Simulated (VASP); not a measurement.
Set up this calculation in VASP 6.6.1, as the native input.

```yaml
Task: single point
Functional: PBEsol
Potentials_or_basis: VASP PAW PBE potentials, release 64 (Si, Mo_sv)
Cutoff: 520 eV
k_mesh: 12 × 12 × 16
Occupations: fermi-dirac, width 0.03 eV
Spin: no spin polarisation
Dipole_correction: no
Further_INCAR_settings: ALGO = Normal; EDIFF = 1e-07; NBANDS = 18; ISYM = 0
```

The structure of Si2Mo lies in POSCAR:

```
Si2Mo
1.0
   -1.5520000000      1.5520000000      3.9305000000
    1.5520000000     -1.5520000000      3.9305000000
    1.5520000000      1.5520000000     -3.9305000000
Si Mo
2 1
Direct
    0.3330000000      0.3330000000      0.0000000000
    0.6670000000      0.6670000000      0.0000000000
    0.0000000000      0.0000000000      0.0000000000
```

This cell differs from its parent crystal: equal xx and yy strain of -3 %.

These files were run (other wordings do the same):

INCAR

```
PREC = Accurate ; ENCUT = 520
EDIFF = 1E-7 ; ISMEAR = -1
SIGMA = 0.03 ; LREAL = False
LASPH = True ; NELM = 100
ALGO = Normal ; ISIF = 2
LWAVE = False ; LCHARG = True
GGA = PS ; LELF = True
LVHAR = True ; ISYM = 0
NBANDS = 18
```

KPOINTS

```
Automatic mesh
0
Gamma
  12 12 16
```

Potentials or basis: VASP PAW PBE potentials, release 64 (Si, Mo_sv).

The run is started by

```console
$ cat potpaw_PBE.64/Si/POTCAR potpaw_PBE.64/Mo_sv/POTCAR > POTCAR
$ mpirun -np 1 vasp_std > vasp.out
```

It gave:

```yaml
Pressure: 11.9 GPa
Largest_force: 0.225 eV/Å
Band_gap_on_the_k_mesh: zero (bands 11 and 12 overlap by 1.00 eV)
```

Caveat: the cell differs from its parent crystal (equal xx and yy strain of -3 %); the cell stands under pressure; the PAW data sets were made with another functional, which shifts forces and pressure a little.

Wall time 6.5 min on 1 thread of Intel(R) Xeon(R) 6975P-C (Granite Rapids) (shared host), peak memory 0.8 GiB.
